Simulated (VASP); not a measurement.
A run of VASP 6.6.1:

INCAR

```
SYSTEM = Nb
PREC = Accurate ; ENCUT = 500
EDIFF = 1E-6 ; ISMEAR = 1
SIGMA = 0.05 ; LREAL = .FALSE.
LASPH = .TRUE. ; NELM = 120
ALGO = Normal ; ISIF = 2
LWAVE = .FALSE. ; LCHARG = .TRUE.
GGA = PE ; LELF = .TRUE.
LVHAR = .TRUE. ; NBANDS = 12
GGA_COMPAT = .FALSE.
```

KPOINTS

```
Automatic mesh
0
G
  10 10 10
  0 0 0
```

The input POSCAR:

```
Nb
1.0
   -1.6183391774      1.6183391774      1.6183391774
    1.6183391774     -1.6183391774      1.6183391774
    1.6183391774      1.6183391774     -1.6183391774
Nb
1
Direct
    0.0000000000      0.0000000000      0.0000000000
```

Potentials or basis: VASP PAW PBE potentials, release 64 (Nb_sv).

Command:

```sh
$ cat potpaw_PBE.64/Nb_sv/POTCAR > POTCAR
$ mpirun -np 1 vasp_std > vasp.out
```

Hardware: 1 thread of Intel Xeon 8259CL (shared host).

Q: How long does it take, and how much memory?

A: Run time: 11 s on 1 thread of Intel Xeon 8259CL, on a shared host, peak memory 0.13 GiB. Counts: scf iterations 12, k points 47.
